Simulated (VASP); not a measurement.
WC, 2 atoms in the cell. The structure is trigonal, space group P3m1 (No. 156). The conventional cell has a = 2.901 Å, b = 2.901 Å, c = 2.829 Å, α = 90.00°, β = 90.00°, γ = 120.00°. W (site symmetry 3m) has 6 C at 2.13 to 2.26 Å and 8 W at 2.83 to 2.90 Å within 3.0 Å. Within 3.0 Å of C (site symmetry 3m) lie 6 W at 2.13 to 2.26 Å and 8 C at 2.83 to 2.90 Å.  This cell differs from its parent crystal: all C atoms moved -0.100 Å, as atom 2 towards its neighbour atom 2 (C) at 2.829 Å.

- Program: VASP 6.6.1
- Task: single point
- Functional: PBEsol
- Potentials or basis: VASP PAW PBE potentials, release 64 (W_sv, C)
- Cutoff: 520 eV
- k mesh: 18 × 18 × 16
- Occupations: gaussian, width 0.15 eV
- Spin: no spin polarisation
- Dipole correction: no
- Further INCAR settings: ALGO = Normal; EDIFF = 1e-07; NBANDS = 16

Potentials or basis: VASP PAW PBE potentials, release 64 (W_sv, C).

Launch:

```console
$ cat potpaw_PBE.64/W_sv/POTCAR potpaw_PBE.64/C/POTCAR > POTCAR
$ mpirun -np 1 vasp_std > vasp.out
```

Hardware: 1 thread of AMD EPYC 9R45 96-Core Processor (Zen 5), with other jobs on the host.

Task: How long does it take, and how much memory?

Result: Wall time 83 s on 1 thread of AMD EPYC 9R45 96-Core Processor (Zen 5), with other jobs on the host, peak memory 0.26 GiB. Counts: scf iterations 13, k points 522.
